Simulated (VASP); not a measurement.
A run of VASP 6.6.1 is set up as follows.

File POSCAR:

```
PtS2
1.0
    1.7769704474      1.0259343662      5.5622598406
   -1.7769704474      1.0259343662      5.5622598406
    0.0000000000     -2.0518687323      5.5622598406
Pt S
1 2
Direct
    0.0000000000      0.0000000000      0.0000000000
    0.2595533796      0.2595533796      0.2595533796
    0.7404466204      0.7404466204      0.7404466204
```

INCAR.step1

```
SYSTEM = PtS2
  ALGO = Normal
  EDIFF = 1E-4
  ENCUT = 520
  GGA = PE
  ISMEAR = 0
  LASPH = .TRUE.
  LCHARG = .FALSE.
  LREAL = .FALSE.
  LWAVE = .TRUE.
  NBANDS = 18
  NELM = 60
  PREC = Accurate
  SIGMA = 0.01
```

The input INCAR.step2:

```
SYSTEM = PtS2
  ALGO = Normal
  EDIFF = 1E-6
  ENCUT = 520
  ISIF = 2
  ISMEAR = 0
  ISTART = 1
  LASPH = .TRUE.
  LCHARG = .FALSE.
  LMIXTAU = .TRUE.
  LREAL = .FALSE.
  LWAVE = .FALSE.
  METAGGA = R2SCAN
  NBANDS = 18
  NELM = 60
  PREC = Accurate
  SIGMA = 0.01
```

The input KPOINTS:

```
k-points
0
G
  8 8 8
  0 0 0
```

Potentials or basis: VASP PAW PBE potentials, release 64 (Pt, S).

Run with:

```console
$ cat potpaw_PBE.64/Pt/POTCAR potpaw_PBE.64/S/POTCAR > POTCAR
$ cp INCAR.step1 INCAR
$ mpirun -np 1 vasp_std > vasp.out
$ cp INCAR.step2 INCAR
$ mpirun -np 1 vasp_std > vasp.out
```

(1) Predict the largest force.

(2) Predict the pressure.

Answers

(1) 0.045 eV/Å.

(2) -0.2 GPa.

Caveat: the cell differs from its parent crystal (strain +0.7%); the PAW data sets were made with another functional, which shifts forces and pressure a little.
